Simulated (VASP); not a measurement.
## CaF2: single point with r2SCAN

CaF2:

```
Ca F
1.0
     0.00000    2.71959    2.71959
     2.71959    0.00000    2.71959
     2.71959    2.71959    0.00000
Ca F
1 2
Direct
  0.00000 0.00000 0.00000
  0.25000 0.25000 0.25000
  0.75000 0.75000 0.75000
```

| Item | Value |
| --- | --- |
| Program | VASP 6.6.1 |
| Task | single point |
| Functional | r2SCAN |
| Potentials or basis | VASP PAW PBE potentials, release 64 (Ca_sv, F) |
| Cutoff | 660 eV |
| k mesh | 8 × 8 × 8 |
| Occupations | gaussian, width 0.01 eV |
| Spin | no spin polarisation |

```yaml
Pressure: 0.4 GPa
Band_gap_on_the_k_mesh: 8.03 eV (least direct gap 8.29 eV)
```

Levels at points of the mesh, in eV from the valence-band top:
| k point | band 9 | band 10 | band 11 | band 12 | band 13 | band 14 | band 15 | band 16 |
| --- | --- | --- | --- | --- | --- | --- | --- | --- |
| (0.00, 0.00, 0.00) | -2.14 | -0.26 | -0.26 | -0.26 | 8.03 | 10.06 | 10.06 | 12.26 |
| (0.50, 0.00, 0.00) | -1.28 | -1.26 | -0.84 | -0.84 | 10.26 | 10.26 | 10.75 | 11.29 |
| (0.50, 0.50, 0.00) | -1.67 | -0.36 | -0.36 | 0.00 | 8.79 | 10.52 | 11.00 | 11.88 |

It took 110 s on 1 thread of Intel Xeon 8259CL (shared host), peak memory 0.2 GiB.

Caveat: the PAW data sets were made with another functional, which shifts forces and pressure a little. A k mesh can miss the band edges.
